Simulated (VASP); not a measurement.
Input of a VASP 6.6.1 run:

Contents of INCAR:

```
ALGO = Normal
EDIFF = 1E-6
ENCUT = 520
GGA = PS
ISIF = 2
ISMEAR = -1
LASPH = True
LCHARG = False
LREAL = False
LWAVE = False
NBANDS = 22
NELM = 100
PREC = Accurate
SIGMA = 0.05
```

The input KPOINTS:

```
k-points
0
Gamma
  7 7 4
```

Contents of POSCAR:

```
Cl
1.0
    3.4530382792     -1.9417757174      0.0000000000
    3.4530382792      1.9417757174      0.0000000000
    0.0000000000      0.0000000000      8.0045512806
Cl
4
Direct
    0.3732099296      0.6267900704      0.3888803718
    0.1267900704      0.8732099296      0.8888803718
    0.6267900704      0.3732099296      0.6111196282
    0.8732099296      0.1267900704      0.1111196282
```

Potentials or basis: VASP PAW PBE potentials, release 64 (Cl).

Command:

```sh
$ cat potpaw_PBE.64/Cl/POTCAR > POTCAR
$ mpirun -np 1 vasp_std > vasp.out
```

Predict the pressure.

-0.3 GPa.

Predict the band gap on the k mesh.

2.07 eV.

Estimate the largest force.

0.145 eV/Å.

Stress tensor (GPa, compression positive):
```
-0.05  0.00  0.00
 0.00 -0.19  0.00
 0.00  0.00 -0.62
```

Caveat: this functional lacks dispersion, which holds the molecules together, so the pressure and a relaxed volume are unreliable; the PAW data sets were made with another functional, which shifts forces and pressure a little; an odd mesh through Γ misses points on the zone boundary, where band edges can lie. As with any semilocal functional, this PBEsol gap is likely too small.
